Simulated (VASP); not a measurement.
# Ge (I4_1/amd) in VASP: a series of runs

The runs below take Ge through single point, with PBEsol.

Everything below comes from runs of VASP 6.6.1. Logs are shortened: lines on timing, memory, paths and dates and some standing lists are left out, and cuts for length are marked.

### Step 1. The cell of the first run

The structure is tetragonal, space group I4_1/amd (No. 141). Conventional cell: a = 5.547 Å, b = 5.547 Å, c = 2.409 Å, α = 90.00°, β = 90.00°, γ = 90.00°. Ge (site symmetry -4m2) has 10 Ge at 2.41 to 3.31 Å within 3.4 Å.

### Step 2. Single point, PBEsol

INCAR reads:

```
SYSTEM = Ge
PREC = Accurate ; ENCUT = 520
EDIFF = 1E-7 ; ISMEAR = 0
SIGMA = 0.15 ; LREAL = .False.
LASPH = .True. ; NELM = 60
ALGO = Normal ; ISIF = 2
LWAVE = .False. ; LCHARG = .True.
GGA = PS ; LELF = .True.
LVHAR = .True. ; NBANDS = 21
```

KPOINTS reads:

```
Automatic mesh
0
Gamma
  22 22 22
  0 0 0
```

POSCAR reads:

```
Ge
1.0
   -2.7732849799      2.7732849799      1.2042537099
    2.7732849799     -2.7732849799      1.2042537099
    2.7732849799      2.7732849799     -1.2042537099
Ge
2
Direct
    0.2500000000      0.7500000000      0.5000000000
    0.5000000000      0.5000000000      0.0000000000
```

Potentials or basis: VASP PAW PBE potentials, release 64 (Ge_d).

On the command line:

```console
> cat potpaw_PBE.64/Ge_d/POTCAR > POTCAR
> mpirun -np 1 vasp_std > vasp.out
```

OUTCAR:

```text
SYSTEM = Ge
   PREC = Accurate
   ENCUT = 520
   EDIFF = 1E-7
   ISMEAR = 0
   LREAL = .False.
   LASPH = .True.
   NELM = 60
   ISIF = 2
   GGA = PS

 ion  position               nearest neighbor table
   1  0.250  0.750  0.500-   2 2.84   2 2.84   2 2.84   2 2.84
   2  0.500  0.500  0.000-   1 2.84   1 2.84   1 2.84   1 2.84

  LATTYP: Found a body centered tetragonal cell.
 ALAT       =     5.5465699598
 C/A-ratio  =     0.4342336682

  Lattice vectors:

 A1 = (  -2.7732849799,   2.7732849799,   1.2042537099)
 A2 = (   2.7732849799,  -2.7732849799,   1.2042537099)
 A3 = (   2.7732849799,   2.7732849799,  -1.2042537099)

Analysis of symmetry for initial positions (statically):
=====================================================================
 Subroutine PRICEL returns:
 Original cell was already a primitive cell.

 Routine SETGRP: Setting up the symmetry group for a
 body centered tetragonal supercell.

 Subroutine GETGRP returns: Found 16 space group operations
 (whereof  8 operations were pure point group operations)
 out of a pool of 16 trial point group operations.

The static configuration has the point symmetry D_2d.
 The point group associated with its full space group is D_4h.

Analysis of symmetry for dynamics (positions and initial velocities):
=====================================================================
 Subroutine PRICEL returns:
 Original cell was already a primitive cell.

 Routine SETGRP: Setting up the symmetry group for a
 body centered tetragonal supercell.

 Subroutine GETGRP returns: Found 16 space group operations
 (whereof  8 operations were pure point group operations)
 out of a pool of 16 trial point group operations.

The dynamic configuration has the point symmetry D_2d.
 The point group associated with its full space group is D_4h.

 Subroutine INISYM returns: Found 16 space group operations
 (whereof  8 operations are pure point group operations),
 and found     1 'primitive' translations

----------------------------------------------------------------------------------------

                                     Primitive cell

  volume of cell :      37.0482

  direct lattice vectors                    reciprocal lattice vectors
    -2.773284980  2.773284980  1.204253710     0.000000000  0.180291605  0.415194901
     2.773284980 -2.773284980  1.204253710     0.180291605  0.000000000  0.415194901
     2.773284980  2.773284980 -1.204253710     0.180291605  0.180291605  0.000000000

  length of vectors
     4.102736423  4.102736423  4.102736423     0.452649830  0.452649830  0.254970833

  position of ions in fractional coordinates (direct lattice)
     0.250000000  0.750000000  0.500000000
     0.500000000  0.500000000  0.000000000

  ion indices of the primitive-cell ions
   primitive index   ion index
                 1           1
                 2           2

----------------------------------------------------------------------------------------

 KPOINTS: Automatic mesh

Automatic generation of k-mesh.
 Grid dimensions read from file:
 generate k-points for:   22   22   22

 Generating k-lattice:

  Cartesian coordinates                     Fractional coordinates (reciprocal lattice)
     0.000000000  0.008195073  0.018872496     0.045454545 -0.000000000  0.000000000
     0.008195073  0.000000000  0.018872496    -0.000000000  0.045454545  0.000000000
     0.008195073  0.008195073  0.000000000     0.000000000  0.000000000  0.045454545

  Length of vectors
     0.020574992  0.020574992  0.011589583

  Shift w.r.t. Gamma in fractional coordinates (k-lattice)
     0.000000000  0.000000000  0.000000000

 Subroutine IBZKPT returns following result:
 ===========================================

 Found    834 irreducible k-points:

 Following reciprocal coordinates:
            Coordinates               Weight
  0.000000  0.000000  0.000000      1.000000
  0.045455  0.000000 -0.000000      8.000000
  0.090909  0.000000 -0.000000      8.000000
  0.136364  0.000000 -0.000000      8.000000
  0.181818 -0.000000  0.000000      8.000000
  0.227273  0.000000  0.000000      8.000000
[... 16 lines left out ...]
  0.500000  0.045455  0.000000     16.000000
 -0.454545  0.045455  0.000000     16.000000
 [... further k-points ...]
   k-points           NKPTS =    834   k-points in BZ     NKDIM =    834   number of bands    NBANDS=     21
   number of dos      NEDOS =    301   number of ions     NIONS =      2
   total plane-waves  NPLWV =  32768
   dimension x,y,z NGX =    32 NGY =   32 NGZ =   32
   dimension x,y,z NGXF=    64 NGYF=   64 NGZF=   64
   ions per type =               2
   NGX,Y,Z   is equivalent  to a cutoff of  12.97, 12.97, 12.97 a.u.
   NGXF,Y,Z  is equivalent  to a cutoff of  25.93, 25.93, 25.93 a.u.
 SYSTEM =  Ge
   PREC   = accura    normal or accurate (medium, high low for compatibility)
   ISTART =      0    job   : 0-new  1-cont  2-samecut
   ICHARG =      2    charge: 1-file 2-atom 10-const
   ISPIN  =      1    spin polarized calculation?
   LNONCOLLINEAR =      F non collinear calculations
   LSORBIT =      F    spin-orbit coupling
   LASPH  =      T    aspherical Exc in radial PAW
   ENCUT  =  520.0 eV  38.22 Ry    6.18 a.u.   7.63  7.63  7.63*2*pi/ulx,y,z
   NELM   =     60;   NELMIN=  2; NELMDL= -5     # of ELM steps
   EDIFF  = 0.1E-06   stopping-criterion for ELM
   LREAL  =      F    real-space projection
   EDIFFG = 0.1E-05   stopping-criterion for IOM
   NSW    =      0    number of steps for IOM
   IBRION =     -1    ionic relax: 0-MD 1-quasi-New 2-CG
   NFREE  =      0    steps in history (QN), initial steepest desc. (CG)
   ISIF   =      2    stress and relaxation
   ISYM   =      2    0-nonsym 1-usesym 2-fastsym
   POTIM  = 0.5000    time-step for ionic-motion
   TEBEG  =    0.0;   TEEND  =   0.0 temperature during run
   PSTRESS=    0.0 pullay stress
   NELECT =      28.0000    total number of electrons
   NUPDOWN=      -1.0000    fix difference up-down
   EMIN   =  10.00;   EMAX   =-10.00  energy-range for DOS
   EFERMI =   0.00;   METHOD = LEGACY
   ISMEAR =     0;   SIGMA  =   0.15  broadening in eV -4-tet -1-fermi 0-gaus
   EFERMI_NEDOS =   21; number of points for ismear=-14 and -15
   IALGO  =     38    algorithm
   IMIX   =      4    mixing-type and parameters
     AMIX     =   0.40;   BMIX     =  1.00
     AMIX_MAG =   1.60;   BMIX_MAG =  1.00
  volume/ion in A,a.u.               =      18.52       125.01
  Fermi-wavevector in a.u.,A,eV,Ry     =   1.491209  2.817976 30.255333  2.223704
  Thomas-Fermi vector in A             =   2.603893
   LORBIT       =      0    0 simple, 1 ext, 2 COOP (PROOUT), +10 PAW based schemes
   GGA     = PS    functional components
   LHFCALC =     F    Hartree Fock is set to
   AEXX    =    0.0000 exact exchange contribution
   IVDW    =     0    specifies the selected vdW correction
   LEPSILON=     F    determine dielectric tensor
   LRPA    =     F    only Hartree local field effects (RPA)
 non-spin polarized calculation
 Gauss-broadening in eV      SIGMA  =   0.15
  energy-cutoff  :      520.00
  volume of cell :       37.05
 maximum number of plane-waves:      1029
   NGX = 15   NGY = 15   NGZ = 15

 number of electron      28.0000017 magnetization

 Free energy of the ion-electron system (eV)
  ---------------------------------------------------
  ext. energy  EPLUGINS =         0.00000000
  ---------------------------------------------------
  free energy    TOTEN  =        -9.08573923 eV

  energy without entropy =       -9.07668623  energy(sigma->0) =       -9.08121273

 E-fermi :   6.6599     XC(G=0): -11.4250

 val. band max:        6.6580855292   @ k =   0.1818   0.1364   0.0455
 cond. band min:       6.6599809624   @ k =   0.4091   0.3182   0.0909
 fundamental gap:      0.0018954332
 Fermi energy:         6.6598962588

 k-point     1 :       0.0000    0.0000    0.0000
  band No.  band energies     occupation
      1     -18.2495      2.00000
      2     -18.2322      2.00000
      3     -18.0496      2.00000
      4     -17.9932      2.00000
      5     -17.8813      2.00000
      6     -17.8311      2.00000
[... 13 lines left out ...]
     20      20.3023      0.00000
     21      20.3468      0.00000

 k-point     2 :       0.0455    0.0000   -0.0000
  band No.  band energies     occupation
      1     -18.2389      2.00000
      2     -18.2212      2.00000
      3     -18.0480      2.00000
      4     -17.9920      2.00000
      5     -17.8813      2.00000
      6     -17.8324      2.00000
[... 13 lines left out ...]
     20      19.4866      0.00000
     21      19.6314      0.00000

 k-point     3 :       0.0909    0.0000   -0.0000
  band No.  band energies     occupation
      1     -18.2080      2.00000
      2     -18.1893      2.00000
      3     -18.0431      2.00000
      4     -17.9883      2.00000
      5     -17.8812      2.00000
      6     -17.8426      2.00000
[... 13 lines left out ...]
     20      17.7613      0.00000
     21      18.4801      0.00000

 k-point     4 :       0.1364    0.0000   -0.0000
  band No.  band energies     occupation
      1     -18.1593      2.00000
      2     -18.1394      2.00000
      3     -18.0352      2.00000
      4     -17.9825      2.00000
      5     -17.8812      2.00000
      6     -17.8656      2.00000
[... 13 lines left out ...]
     20      16.5944      0.00000
     21      18.3326      0.00000

 k-point     5 :       0.1818   -0.0000    0.0000
  band No.  band energies     occupation
      1     -18.0971      2.00000
      2     -18.0769      2.00000
      3     -18.0237      2.00000
      4     -17.9750      2.00000
      5     -17.8942      2.00000
      6     -17.8910      2.00000
[... 13 lines left out ...]
     20      16.9166      0.00000
     21      18.9941      0.00000
[... 382 lines left out ...]
     20      17.1260      0.00000
     21      17.9446      0.00000

 k-point    22 :       0.4545    0.0455    0.0000
  band No.  band energies     occupation
      1     -18.0586      2.00000
      2     -18.0503      2.00000
      3     -18.0378      2.00000
      4     -18.0079      2.00000
      5     -17.9500      2.00000
      6     -17.9242      2.00000
[... 13 lines left out ...]
     20      16.9489      0.00000
     21      18.0736      0.00000

 k-point    23 :       0.5000    0.0455    0.0000
  band No.  band energies     occupation
      1     -18.0541      2.00000
      2     -18.0455      2.00000
      3     -18.0353      2.00000
      4     -18.0041      2.00000
      5     -17.9500      2.00000
      6     -17.9247      2.00000
[... 13 lines left out ...]
     20      17.1741      0.00000
     21      17.8119      0.00000

 k-point    24 :      -0.4545    0.0455    0.0000
  band No.  band energies     occupation
      1     -18.0412      2.00000
      2     -18.0358      2.00000
      3     -18.0220      2.00000
      4     -17.9928      2.00000
      5     -17.9538      2.00000
      6     -17.9284      2.00000
[... 13 lines left out ...]
     20      16.7056      0.00000
     21      17.4149      0.00000

 [... further k-points ...]

------------------------ aborting loop because EDIFF is reached ----------------------------------------

  FORCE on cell =-STRESS in cart. coord.  units (eV):
  Direction    XX          YY          ZZ          XY          YZ          ZX
  --------------------------------------------------------------------------------------
  -------------------------------------------------------------------------------------
  Total       -0.9991839     -0.9991839      5.9308797      0.0000000      0.0000000      0.0000000
  in kB      -43.2104733    -43.2104733    256.4854365      0.0000000      0.0000000      0.0000000
  external PRESSURE =      56.6881633 kB  Pullay stress =       0.0000000 kB

 VOLUME and BASIS-vectors are now :
 -----------------------------------------------------------------------------
  energy-cutoff  :      520.00
  volume of cell :       37.05
      direct lattice vectors                 reciprocal lattice vectors
    -2.773284980  2.773284980  1.204253710     0.000000000  0.180291605  0.415194901
     2.773284980 -2.773284980  1.204253710     0.180291605  0.000000000  0.415194901
     2.773284980  2.773284980 -1.204253710     0.180291605  0.180291605  0.000000000

 POSITION                                       TOTAL-FORCE (eV/Angst)
 -----------------------------------------------------------------------------------
      2.77328     -0.00000      0.60213        -0.000000     -0.000000     -0.000000
      0.00000      0.00000      1.20425         0.000000      0.000000      0.000000
 -----------------------------------------------------------------------------------
    total drift:                               -0.000000     -0.000000      0.000000

  FREE ENERGIE OF THE ION-ELECTRON SYSTEM (eV)
  ---------------------------------------------------
  free  energy   TOTEN  =        -9.0857392347 eV

  energy  without entropy=       -9.0766862328  energy(sigma->0) =       -9.08121273
```

Wall time 12 min (1 thread of Intel Xeon 8259CL, shared host); peak memory 0.59 GiB.

Results:

```
Free energy            : -9.0857 eV
Pressure               : 5.7 GPa
Band gap on the k mesh : zero (bands 14 and 15 overlap by 3.96 eV)
```

Levels at points of the mesh, in eV from the Fermi level:
```csv
k point,band 12,band 13,band 14,band 15,band 16,band 17
"(0.00, 0.00, 0.00)",-6.86,-3.41,-3.41,2.42,4.93,4.93
"(0.50, 0.00, 0.00)",-5.59,-2.93,-2.47,0.16,3.17,3.71
"(0.50, 0.50, 0.00)",-11.29,-0.85,-0.85,-0.27,-0.27,10.57
"(0.50, 0.50, 0.50)",-10.25,-6.19,-6.19,7.40,7.40,11.83
```

Caveat: the stress differs along the axes, from -4 to 26 GPa; the PAW data sets were made with another functional, which shifts forces and pressure a little.

### Step 3. Single point, PBEsol

This run uses another cell than the first one, of the same volume but with other edges.

INCAR reads:

```
  PREC = Accurate
  ENCUT = 520
  EDIFF = 1E-6
  ISMEAR = 0
  SIGMA = 0.15
  LREAL = F
  LASPH = T
  NELM = 80
  ALGO = Normal
  ISIF = 2
  LWAVE = F
  LCHARG = T
  GGA = PS
  LELF = T
  LVHAR = T
  NBANDS = 21
```

KPOINTS reads:

```
Automatic mesh
0
Gamma
  22 22 22
```

POSCAR reads:

```
Ge
1.0
   -2.3589027920      2.3589027920      1.6645118952
    2.3589027920     -2.3589027920      1.6645118952
    2.3589027920      2.3589027920     -1.6645118952
Ge
2
Direct
    0.2500000000      0.7500000000      0.5000000000
    0.5000000000      0.5000000000      0.0000000000
```

Potentials or basis: VASP PAW PBE potentials, release 64 (Ge_d).

On the command line:

```console
> cat potpaw_PBE.64/Ge_d/POTCAR > POTCAR
> mpirun -np 1 vasp_std > vasp.out
```

Run time: 10 min. Hardware: 1 thread of Intel Xeon 8259CL, shared host; peak memory 0.57 GiB.

The run converged. Its results:

| Item | Value |
| --- | --- |
| Free energy | -9.3157 eV |
| Pressure | 4.3 GPa |
| Band gap on the k mesh | zero (bands 14 and 15 overlap by 5.92 eV) |

Stress tensor (GPa, compression positive):
```
 7.17  0.00  0.00
 0.00  7.17  0.00
 0.00  0.00 -1.54
```

Levels at points of the mesh, in eV from the Fermi level:
```
           k point  band 11  band 12  band 13  band 14  band 15  band 16  band 17  band 18
(0.00, 0.00, 0.00)   -13.44    -1.22    -1.22    -1.04     4.46     4.55     4.69     7.49
(0.50, 0.00, 0.00)    -9.72    -7.33    -2.37    -1.97    -1.05     2.33     4.45     6.71
(0.50, 0.50, 0.00)   -10.13   -10.13     0.93     0.93     4.14     4.14     4.96     4.96
(0.50, 0.50, 0.50)    -7.73    -7.73    -5.61    -5.61     1.52     1.52    12.44    12.44
```

Caveat: the stress differs along the axes, from -2 to 7 GPa; the PAW data sets were made with another functional, which shifts forces and pressure a little.
